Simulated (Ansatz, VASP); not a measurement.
**Two plane-wave programs on SiC**

```
Si C
1.0
     3.31060    0.00000    0.00000
    -1.65530    2.86706    0.00000
     0.00000    0.00000   10.39930
Si C
4 4
Direct
  0.66667 0.33333 0.93784
  0.33333 0.66667 0.43784
  0.00000 0.00000 0.68790
  0.00000 0.00000 0.18790
  0.66667 0.33333 0.74981
  0.33333 0.66667 0.24981
  0.00000 0.00000 0.50045
  0.00000 0.00000 0.00045
```

Alike in both runs: task single point; functional PBE; k mesh 12 × 12 × 4; occupations gaussian, width 0.05 eV; no spin polarisation.

|  | VASP | Ansatz |
| --- | --- | --- |
| version | VASP 6.6.1 | Ansatz 0.2.0 |
| potentials or method | VASP PAW PBE potentials, release 64 (Si, C), cutoff 520 eV | scalar-relativistic, plane waves, PAW |
| valence electrons in the cell | 32 | 32 |

VASP gave:

- gap on the k mesh at the Fermi level (eV): 1.99
- least direct gap on the mesh (eV): 3.00
- pressure (GPa): -24.5
- traceless stress, the component that is largest in VASP (GPa): 9.93
- rms of the force components (eV/Å): 0.066

**Question.** Which values does Ansatz return?

**Answer.** gap on the k mesh at the Fermi level (eV): 2.00; least direct gap on the mesh (eV): 3.01; pressure (GPa): -24.6; traceless stress, the component that is largest in VASP (GPa): 9.88; rms of the force components (eV/Å): 0.065.

Atom by atom the forces differ by 0.001 eV/Å (rms over components). With one functional, cell and mesh, what is left measures potentials, basis and numerics.
